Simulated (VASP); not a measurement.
Here is a VASP 6.6.1 calculation.

File INCAR:

```
  PREC = Accurate
  ENCUT = 520
  EDIFF = 1E-7
  ISMEAR = -1
  SIGMA = 0.02
  LREAL = False
  LASPH = True
  NELM = 80
  ALGO = Normal
  ISIF = 2
  LWAVE = False
  LCHARG = False
  GGA = PE
  NBANDS = 19
```

File KPOINTS:

```
regular mesh
0
Gamma
  6 6 6
```

File POSCAR:

```
Sr2C
1.0
    0.0000000000      3.4609467165      3.3505789272
    3.4609467165      0.0000000000      3.3505789272
    3.4609467165      3.4609467165      0.0000000000
C Sr
1 2
Direct
    0.0000000000      0.0000000000      0.0000000000
    0.2500000000      0.2500000000      0.2500000000
    0.7500000000      0.7500000000      0.7500000000
```

Potentials or basis: VASP PAW PBE potentials, release 64 (C, Sr_sv).

Launch:

```sh
$ cat potpaw_PBE.64/C/POTCAR potpaw_PBE.64/Sr_sv/POTCAR > POTCAR
$ mpirun -np 1 vasp_std > vasp.out
```

Question: Predict the pressure.

Answer: -1.3 GPa.

Question: Estimate the band gap on the k mesh.

Answer: Zero (bands 12 and 13 overlap by 0.22 eV).

Stress tensor (GPa, compression positive):
```
-2.13  0.00  0.00
 0.00 -2.13  0.00
 0.00  0.00  0.46
```

Caveat: the cell differs from its parent crystal (epitaxial xy strain +3.0%); the structure was generated, so it needn't be the stable form of Sr2C.
